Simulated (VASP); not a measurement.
# GaP (F-43m) in VASP: further runs

GaP is run at these levels: LDA; tasks: single point, relaxation of cell and atoms.

Program: VASP 6.6.1. These are calculated values, not measurements. Logs are shortened: lines on timing, memory, paths and dates and some standing lists are left out, and cuts for length are marked.

**Experimental background.**

From “Stacking defects in GaP nanowires: Electronic structure and optical properties”, 2018, arxiv:1810.01194, for a bulk crystal of GaP at 10 K: band gap 2.34 eV (indirect).

The runs below are set against these values where they give the same quantity.

### 1 The cell of the first run

It takes space group F-43m (No. 216, cubic). Conventional cell: a = 5.548 Å, b = 5.548 Å, c = 5.548 Å, α = 90.00°, β = 90.00°, γ = 90.00°. Ga (site symmetry -43m) has 4 P at 2.40 Å within 3.2 Å. P (site symmetry -43m) has 4 Ga at 2.40 Å within 3.2 Å.

### 2 Single point, LDA (21.35 Å³/atom)

INCAR reads:

```
  ALGO = Normal
  EDIFF = 1E-6
  ENCUT = 500
  GGA_COMPAT = F
  ISIF = 2
  ISMEAR = 0
  LASPH = T
  LCHARG = F
  LREAL = F
  LWAVE = F
  NBANDS = 16
  NELM = 120
  PREC = Accurate
  SIGMA = 0.02
```

KPOINTS reads:

```
k-points
0
Gamma
  8 8 8
```

POSCAR reads:

```
GaP
1.0
    0.0000000000      2.7742079549      2.7742079549
    2.7742079549      0.0000000000      2.7742079549
    2.7742079549      2.7742079549      0.0000000000
Ga P
1 1
Direct
    0.0000000000      0.0000000000      0.0000000000
    0.2500000000      0.2500000000      0.2500000000
```

Potentials or basis: VASP PAW LDA potentials, release 64 (Ga_d, P).

Started as:

```sh
$ cat potpaw_LDA.64/Ga_d/POTCAR potpaw_LDA.64/P/POTCAR > POTCAR
$ mpirun -np 1 vasp_std > vasp.out
```

OUTCAR:

```text
EDIFF = 1E-6
   ENCUT = 500
   ISIF = 2
   ISMEAR = 0
   LASPH = T
   LREAL = F
   NELM = 120
   PREC = Accurate

 ion  position               nearest neighbor table
   1  0.000  0.000  0.000-   2 2.40   2 2.40   2 2.40   2 2.40
   2  0.250  0.250  0.250-   1 2.40   1 2.40   1 2.40   1 2.40

  LATTYP: Found a face centered cubic cell.
 ALAT       =     5.5484159098

  Lattice vectors:

 A1 = (   0.0000000000,   2.7742079549,   2.7742079549)
 A2 = (   2.7742079549,   0.0000000000,   2.7742079549)
 A3 = (   2.7742079549,   2.7742079549,   0.0000000000)

Analysis of symmetry for initial positions (statically):
=====================================================================
 Subroutine PRICEL returns:
 Original cell was already a primitive cell.

 Routine SETGRP: Setting up the symmetry group for a
 face centered cubic supercell.

 Subroutine GETGRP returns: Found 24 space group operations
 (whereof 24 operations were pure point group operations)
 out of a pool of 48 trial point group operations.

The static configuration has the point symmetry T_d .

Analysis of symmetry for dynamics (positions and initial velocities):
=====================================================================
 Subroutine PRICEL returns:
 Original cell was already a primitive cell.

 Routine SETGRP: Setting up the symmetry group for a
 face centered cubic supercell.

 Subroutine GETGRP returns: Found 24 space group operations
 (whereof 24 operations were pure point group operations)
 out of a pool of 48 trial point group operations.

The dynamic configuration has the point symmetry T_d .

 Subroutine INISYM returns: Found 24 space group operations
 (whereof 24 operations are pure point group operations),
 and found     1 'primitive' translations

----------------------------------------------------------------------------------------

                                     Primitive cell

  volume of cell :      42.7019

  direct lattice vectors                    reciprocal lattice vectors
     0.000000000  2.774207955  2.774207955    -0.180231622  0.180231622  0.180231622
     2.774207955  0.000000000  2.774207955     0.180231622 -0.180231622  0.180231622
     2.774207955  2.774207955  0.000000000     0.180231622  0.180231622 -0.180231622

  length of vectors
     3.923322515  3.923322515  3.923322515     0.312170327  0.312170327  0.312170327
[... 79 lines left out ...]
   ENCUT  =  500.0 eV  36.75 Ry    6.06 a.u.   7.15  7.15  7.15*2*pi/ulx,y,z
   NELM   =    120;   NELMIN=  2; NELMDL= -5     # of ELM steps
   EDIFF  = 0.1E-05   stopping-criterion for ELM
   LREAL  =      F    real-space projection
   EDIFFG = 0.1E-04   stopping-criterion for IOM
   NSW    =      0    number of steps for IOM
   IBRION =     -1    ionic relax: 0-MD 1-quasi-New 2-CG
   NFREE  =      0    steps in history (QN), initial steepest desc. (CG)
   ISIF   =      2    stress and relaxation
   ISYM   =      2    0-nonsym 1-usesym 2-fastsym
   POTIM  = 0.5000    time-step for ionic-motion
   TEBEG  =    0.0;   TEEND  =   0.0 temperature during run
   PSTRESS=    0.0 pullay stress
   NELECT =      18.0000    total number of electrons
   NUPDOWN=      -1.0000    fix difference up-down
   EMIN   =  10.00;   EMAX   =-10.00  energy-range for DOS
   EFERMI =   0.00;   METHOD = LEGACY
   ISMEAR =     0;   SIGMA  =   0.02  broadening in eV -4-tet -1-fermi 0-gaus
   EFERMI_NEDOS =   21; number of points for ismear=-14 and -15
   IALGO  =     38    algorithm
   IMIX   =      4    mixing-type and parameters
     AMIX     =   0.40;   BMIX     =  1.00
     AMIX_MAG =   1.60;   BMIX_MAG =  1.00
  volume/ion in A,a.u.               =      21.35       144.08
  Fermi-wavevector in a.u.,A,eV,Ry     =   1.227486  2.319613 20.500206  1.506723
  Thomas-Fermi vector in A             =   2.362448
   LORBIT       =      0    0 simple, 1 ext, 2 COOP (PROOUT), +10 PAW based schemes
   GGA     = CA    functional components
   LHFCALC =     F    Hartree Fock is set to
   AEXX    =    0.0000 exact exchange contribution
   IVDW    =     0    specifies the selected vdW correction
   LEPSILON=     F    determine dielectric tensor
   LRPA    =     F    only Hartree local field effects (RPA)
 non-spin polarized calculation
 Gauss-broadening in eV      SIGMA  =   0.02
  energy-cutoff  :      500.00
  volume of cell :       42.70
 maximum number of plane-waves:      1106
 NGX is ok and might be reduce to    30
   NGX = 15   NGY = 15   NGZ = 15

 number of electron      18.0000012 magnetization

 Free energy of the ion-electron system (eV)
  ---------------------------------------------------
  ext. energy  EPLUGINS =         0.00000000
  ---------------------------------------------------
  free energy    TOTEN  =       -10.37694633 eV

  energy without entropy =      -10.37694633  energy(sigma->0) =      -10.37694633

 E-fermi :   4.0677     XC(G=0):  -9.9285

 val. band max:        3.9708320350   @ k =   0.0000   0.0000   0.0000
 cond. band min:       5.1728628165   @ k =   0.0000   0.0000   0.0000
 fundamental gap:      1.2020307814
 Fermi energy:         4.0676793483

 k-point     1 :       0.0000    0.0000    0.0000
  band No.  band energies     occupation
      1     -10.6519      2.00000
      2     -10.6519      2.00000
      3     -10.6519      2.00000
      4     -10.5687      2.00000
      5     -10.5687      2.00000
      6      -8.1504      2.00000
[... 433 lines left out ...]
      3     -10.6164      2.00000
      4     -10.5728      2.00000
      5     -10.5627      2.00000
      6      -5.8529      2.00000
[... 8 lines left out ...]
     15      15.6485      0.00000
     16      16.0621      0.00000

 [... further k-points ...]

------------------------ aborting loop because EDIFF is reached ----------------------------------------

  FORCE on cell =-STRESS in cart. coord.  units (eV):
  Direction    XX          YY          ZZ          XY          YZ          ZX
  --------------------------------------------------------------------------------------
  -------------------------------------------------------------------------------------
  Total       -1.6923993     -1.6923993     -1.6923993     -0.0000000      0.0000000      0.0000000
  in kB      -63.4989276    -63.4989276    -63.4989276     -0.0000000      0.0000000      0.0000000
  external PRESSURE =     -63.4989276 kB  Pullay stress =       0.0000000 kB

 VOLUME and BASIS-vectors are now :
 -----------------------------------------------------------------------------
  energy-cutoff  :      500.00
  volume of cell :       42.70
      direct lattice vectors                 reciprocal lattice vectors
     0.000000000  2.774207955  2.774207955    -0.180231622  0.180231622  0.180231622
     2.774207955  0.000000000  2.774207955     0.180231622 -0.180231622  0.180231622
     2.774207955  2.774207955  0.000000000     0.180231622  0.180231622 -0.180231622

 POSITION                                       TOTAL-FORCE (eV/Angst)
 -----------------------------------------------------------------------------------
      0.00000      0.00000      0.00000         0.000000      0.000000      0.000000
      1.38710      1.38710      1.38710        -0.000000     -0.000000     -0.000000
 -----------------------------------------------------------------------------------
    total drift:                               -0.000000     -0.000000     -0.000000

  FREE ENERGIE OF THE ION-ELECTRON SYSTEM (eV)
  ---------------------------------------------------
  free  energy   TOTEN  =       -10.3769463289 eV

  energy  without entropy=      -10.3769463289  energy(sigma->0) =      -10.37694633
```

stdout:

```text
POSCAR found type information on POSCAR GaP
 POSCAR found :  2 types and       2 ions
 scaLAPACK will be used
 LDA part: xc-table for (Slater(with rela. corr.)+CA(PZ))
 , standard interpolation
 POSCAR, INCAR and KPOINTS ok, starting setup
 FFT: planning ... GRIDC
 FFT: planning ... GRID_SOFT
 FFT: planning ... GRID
 WAVECAR not read
 entering main loop
```

It took 27 s on 1 thread of AMD EPYC 7R13, shared host; peak memory 0.13 GiB.

What came out:

```yaml
Free_energy: -10.3769 eV
Pressure: -6.3 GPa
Band_gap_on_the_k_mesh: 1.20 eV
```

Caveat: the cell stands under tension. A k mesh can miss the band edges.

(Part 1 of 2 ends here.)
